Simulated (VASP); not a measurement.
# Ir: single point with LDA

Ir:

```xyz
2
Lattice="2.6241 0.0000 0.0000 -1.3120 2.2725 0.0000 0.0000 0.0000 4.6202" Properties=species:S:1:pos:R:3 pbc="T T T"
Ir    1.3121    0.7575    3.4651
Ir    0.0000    1.5150    1.1550
```

```json
{"Program": "VASP 6.6.1", "Task": "single point", "Functional": "LDA", "Potentials or basis": "VASP PAW LDA potentials, release 64 (Ir)", "Cutoff": "500 eV", "k mesh": "18 × 18 × 10", "Occupations": "gaussian, width 0.15 eV", "Spin": "no spin polarisation"}
```

```json
{
 "Pressure": "9.4 GPa",
 "Band gap on the k mesh": "zero (band 9 reaches 12.40 eV, above the bottom of band 10 at 8.54 eV)"
}
```

Stress tensor (GPa, compression positive):
```
 21.33   0.00   0.00
  0.00  21.33   0.00
  0.00   0.00 -14.56
```

Levels at points of the mesh, in eV from the Fermi level:
```tsv
k point	band 6	band 7	band 8	band 9	band 10	band 11	band 12	band 13
(0.00, 0.00, 0.00)	-3.41	-3.41	-1.64	-1.64	-1.51	0.49	0.49	6.30
(0.50, 0.00, 0.00)	-3.42	-3.09	0.79	1.46	1.74	3.35	4.95	8.65
(0.00, 0.00, 0.50)	-3.88	-3.88	-3.88	-0.28	-0.28	-0.28	-0.28	12.93
(0.50, 0.00, 0.50)	-1.76	-0.85	-0.85	1.61	1.61	2.16	2.16	8.47
```

It took 57 s on 1 thread of Intel(R) Xeon(R) Platinum 8488C (Sapphire Rapids), with other jobs on the host, peak memory 0.19 GiB.

Caveat: spin-orbit coupling is left out, which moves the levels of the heavy elements.
